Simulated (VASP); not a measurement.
# NbSb3 (I4/mmm) in VASP: single point with PBE

Aim: the single point of NbSb3 with PBE.

Everything below comes from runs of VASP 6.6.1. Logs are shortened: lines on timing, memory, paths and dates and some standing lists are left out, and cuts for length are marked.

### 1 The cell of the first run

It takes space group I4/mmm (No. 139, tetragonal). Conventional cell: a = 4.350 Å, b = 4.350 Å, c = 9.983 Å, α = 90.00°, β = 90.00°, γ = 90.00°. Sb (site symmetry 4/mmm) has 4 Nb at 3.08 Å and 8 Sb at 3.31 Å within 4.0 Å. Within 4.0 Å of Sb (site symmetry -4m2) lie 8 Sb at 3.08 to 3.31 Å and 4 Nb at 3.31 Å. Within 4.0 Å of Nb (site symmetry 4/mmm) lie 12 Sb at 3.08 to 3.31 Å.

### 2 Single point, PBE

File INCAR:

```
SYSTEM = NbSb3
PREC     = Accurate       ! precision mode
ENCUT    = 520            ! plane-wave cutoff, eV
EDIFF    = 1E-6           ! SCF threshold, eV
ISMEAR   = -1             ! smearing method
SIGMA    = 0.1            ! smearing width, eV
LREAL    = .FALSE.        ! projectors in reciprocal space
LASPH    = .TRUE.         ! aspherical terms in the spheres
NELM     = 60             ! most SCF steps
ALGO     = Normal         ! electronic algorithm
ISIF     = 2              ! what is computed and relaxed
LWAVE    = .FALSE.        ! write WAVECAR
LCHARG   = .FALSE.        ! write CHGCAR
GGA      = PE             ! functional
NBANDS   = 22             ! bands
```

File KPOINTS:

```
Automatic mesh
0
G
  8 8 8
  0 0 0
```

File POSCAR:

```
NbSb3
1.0
    0.0000000000      4.3499740000      0.0000000000
    4.3499740000      0.0000000000      0.0000000000
    2.1749870000      2.1749870000     -4.9915750000
Sb Nb
3 1
Direct
    0.5000000000      0.5000000000      0.0000000000
    0.7500000000      0.2500000000      0.5000000000
    0.2500000000      0.7500000000      0.5000000000
    0.0000000000      0.0000000000      0.0000000000
```

Potentials or basis: VASP PAW PBE potentials, release 64 (Sb, Nb_sv).

Run with:

```bash
cat potpaw_PBE.64/Sb/POTCAR potpaw_PBE.64/Nb_sv/POTCAR > POTCAR
mpirun -np 1 vasp_std > vasp.out
```

OUTCAR:

```text
SYSTEM = NbSb3
   PREC = Accurate
   ENCUT = 520
   EDIFF = 1E-6
   ISMEAR = -1
   LREAL = .FALSE.
   LASPH = .TRUE.
   NELM = 60
   ISIF = 2
   GGA = PE

 ion  position               nearest neighbor table
   1  0.500  0.500  0.000-   4 3.08   4 3.08   4 3.08   4 3.08   3 3.31   2 3.31   3 3.31   3 3.31
                             2 3.31   2 3.31   2 3.31   3 3.31
   2  0.750  0.250  0.500-   3 3.08   3 3.08   3 3.08   3 3.08   4 3.31   1 3.31   4 3.31   1 3.31
                             4 3.31   1 3.31   4 3.31   1 3.31
   3  0.250  0.750  0.500-   2 3.08   2 3.08   2 3.08   2 3.08   4 3.31   1 3.31   4 3.31   1 3.31
                             4 3.31   1 3.31   1 3.31   4 3.31
   4  0.000  0.000  0.000-   1 3.08   1 3.08   1 3.08   1 3.08   3 3.31   2 3.31   3 3.31   3 3.31
                             2 3.31   2 3.31   3 3.31   2 3.31

  LATTYP: Found a body centered tetragonal cell.
 ALAT       =     4.3499740000
 C/A-ratio  =     2.2949907287

  Lattice vectors:

 A1 = (  -2.1749870000,   2.1749870000,   4.9915750000)
 A2 = (   2.1749870000,  -2.1749870000,   4.9915750000)
 A3 = (   2.1749870000,   2.1749870000,  -4.9915750000)

Analysis of symmetry for initial positions (statically):
=====================================================================
 Subroutine PRICEL returns:
 Original cell was already a primitive cell.

 Routine SETGRP: Setting up the symmetry group for a
 body centered tetragonal supercell.

 Subroutine GETGRP returns: Found 16 space group operations
 (whereof 16 operations were pure point group operations)
 out of a pool of 16 trial point group operations.

The static configuration has the point symmetry D_4h.

Analysis of symmetry for dynamics (positions and initial velocities):
=====================================================================
 Subroutine PRICEL returns:
 Original cell was already a primitive cell.

 Routine SETGRP: Setting up the symmetry group for a
 body centered tetragonal supercell.

 Subroutine GETGRP returns: Found 16 space group operations
 (whereof 16 operations were pure point group operations)
 out of a pool of 16 trial point group operations.

The dynamic configuration has the point symmetry D_4h.

 Subroutine INISYM returns: Found 16 space group operations
 (whereof 16 operations are pure point group operations),
 and found     1 'primitive' translations

----------------------------------------------------------------------------------------

                                     Primitive cell
[... 90 lines left out ...]
   LNONCOLLINEAR =      F non collinear calculations
   LSORBIT =      F    spin-orbit coupling
   LASPH  =      T    aspherical Exc in radial PAW
   ENCUT  =  520.0 eV  38.22 Ry    6.18 a.u.   8.09  8.09 10.90*2*pi/ulx,y,z
   NELM   =     60;   NELMIN=  2; NELMDL= -5     # of ELM steps
   EDIFF  = 0.1E-05   stopping-criterion for ELM
   LREAL  =      F    real-space projection
   EDIFFG = 0.1E-04   stopping-criterion for IOM
   NSW    =      0    number of steps for IOM
   IBRION =     -1    ionic relax: 0-MD 1-quasi-New 2-CG
   NFREE  =      0    steps in history (QN), initial steepest desc. (CG)
   ISIF   =      2    stress and relaxation
   ISYM   =      2    0-nonsym 1-usesym 2-fastsym
   POTIM  = 0.5000    time-step for ionic-motion
   TEBEG  =    0.0;   TEEND  =   0.0 temperature during run
   PSTRESS=    0.0 pullay stress
   NELECT =      28.0000    total number of electrons
   NUPDOWN=      -1.0000    fix difference up-down
   EMIN   =  10.00;   EMAX   =-10.00  energy-range for DOS
   EFERMI =   0.00;   METHOD = LEGACY
   ISMEAR =    -1;   SIGMA  =   0.10  broadening in eV -4-tet -1-fermi 0-gaus
   EFERMI_NEDOS =   21; number of points for ismear=-14 and -15
   IALGO  =     38    algorithm
   IMIX   =      4    mixing-type and parameters
     AMIX     =   0.40;   BMIX     =  1.00
     AMIX_MAG =   1.60;   BMIX_MAG =  1.00
  volume/ion in A,a.u.               =      23.61       159.35
  Fermi-wavevector in a.u.,A,eV,Ry     =   1.091584  2.062795 16.212101  1.191556
  Thomas-Fermi vector in A             =   2.227832
   LORBIT       =      0    0 simple, 1 ext, 2 COOP (PROOUT), +10 PAW based schemes
   GGA     = PE    functional components
[... 5 lines left out ...]
 non-spin polarized calculation
  energy-cutoff  :      520.00
  volume of cell :       94.45
 maximum number of plane-waves:      2561
   NGX = 17   NGY = 17   NGZ = 21

 number of electron      28.0000003 magnetization

 Free energy of the ion-electron system (eV)
  ---------------------------------------------------
  ext. energy  EPLUGINS =         0.00000000
  ---------------------------------------------------
  free energy    TOTEN  =       -21.08758137 eV

  energy without entropy =      -20.95401076  energy(sigma->0) =      -21.02079607

 E-fermi :   9.9957     XC(G=0): -10.8816

 val. band max:        9.9914631394   @ k =  -0.1250  -0.3750   0.1250
 cond. band min:      10.0179173647   @ k =   0.0000   0.0000   0.1250
 fundamental gap:      0.0264542253
 Fermi energy:         9.9956801929

 k-point     1 :       0.0000    0.0000    0.0000
  band No.  band energies     occupation
      1     -45.6527      2.00000
      2     -21.7045      2.00000
      3     -21.7045      2.00000
      4     -21.6887      2.00000
      5      -3.1653      2.00000
      6       1.6511      2.00000
[... 589 lines left out ...]
     21      13.4246      0.00000
     22      15.4676      0.00000

 [... further k-points ...]

------------------------ aborting loop because EDIFF is reached ----------------------------------------

  FORCE on cell =-STRESS in cart. coord.  units (eV):
  Direction    XX          YY          ZZ          XY          YZ          ZX
  --------------------------------------------------------------------------------------
  -------------------------------------------------------------------------------------
  Total        1.1014673      1.1014673     -0.6974782      0.0000000     -0.0000000      0.0000000
  in kB       18.6840601     18.6840601    -11.8312416      0.0000000     -0.0000000      0.0000000
  external PRESSURE =       8.5122928 kB  Pullay stress =       0.0000000 kB

 VOLUME and BASIS-vectors are now :
 -----------------------------------------------------------------------------
  energy-cutoff  :      520.00
  volume of cell :       94.45
      direct lattice vectors                 reciprocal lattice vectors
     0.000000000  4.349974000  0.000000000     0.000000000  0.229886432  0.100168784
     4.349974000  0.000000000  0.000000000     0.229886432  0.000000000  0.100168784
     2.174987000  2.174987000 -4.991575000     0.000000000  0.000000000 -0.200337569

 POSITION                                       TOTAL-FORCE (eV/Angst)
 -----------------------------------------------------------------------------------
      2.17499      2.17499      0.00000         0.000000      0.000000     -0.000000
      2.17499      4.34997     -2.49579         0.000000      0.000000      0.000000
      4.34997      2.17499     -2.49579        -0.000000     -0.000000     -0.000000
      0.00000      0.00000      0.00000         0.000000      0.000000     -0.000000
 -----------------------------------------------------------------------------------
    total drift:                                0.000000     -0.000000     -0.000000

  FREE ENERGIE OF THE ION-ELECTRON SYSTEM (eV)
  ---------------------------------------------------
  free  energy   TOTEN  =       -21.0875813693 eV

  energy  without entropy=      -20.9540107621  energy(sigma->0) =      -21.02079607
```

OSZICAR:

```text
N       E                     dE             d eps       ncg     rms          rms(c)
DAV:   1     0.197762494352E+03    0.19776E+03   -0.11720E+04  2612   0.112E+03
DAV:   2    -0.913162375787E+01   -0.20689E+03   -0.20089E+03  3600   0.314E+02
DAV:   3    -0.213948845052E+02   -0.12263E+02   -0.11762E+02  4018   0.654E+01
DAV:   4    -0.220297429269E+02   -0.63486E+00   -0.62442E+00  3914   0.154E+01
DAV:   5    -0.220486071399E+02   -0.18864E-01   -0.18833E-01  3702   0.241E+00    0.717E+00
DAV:   6    -0.221703380173E+02   -0.12173E+00   -0.12029E+01  3826   0.160E+01    0.622E+00
DAV:   7    -0.211220469304E+02    0.10483E+01   -0.53874E+00  3886   0.120E+01    0.280E+00
DAV:   8    -0.210896041952E+02    0.32443E-01   -0.25797E-01  3584   0.334E+00    0.385E-01
DAV:   9    -0.210875408732E+02    0.20633E-02   -0.14333E-02  4006   0.838E-01    0.165E-01
DAV:  10    -0.210876034337E+02   -0.62561E-04   -0.11406E-03  3368   0.227E-01    0.572E-02
DAV:  11    -0.210876040756E+02   -0.64184E-06   -0.38153E-04  3862   0.128E-01    0.456E-02
DAV:  12    -0.210875840430E+02    0.20033E-04   -0.81920E-05  3682   0.553E-02    0.761E-03
DAV:  13    -0.210875819114E+02    0.21316E-05   -0.33481E-06  2760   0.159E-02    0.209E-03
DAV:  14    -0.210875813693E+02    0.54210E-06   -0.44872E-07  1760   0.661E-03
   1 F= -.21087581E+02 E0= -.21020796E+02  d E =-.133571E+00
```

Run time: 1.8 min. Hardware: 1 thread of AMD EPYC 7R43 (Zen 3), shared host; peak memory 0.25 GiB.

Results:

```
Free energy            : -21.0876 eV
Pressure               : 0.9 GPa
Band gap on the k mesh : zero (band 14 reaches 10.43 eV, above the bottom of band 15 at 9.22 eV)
```

Caveat: spin-orbit coupling is left out, which moves the levels of the heavy elements.
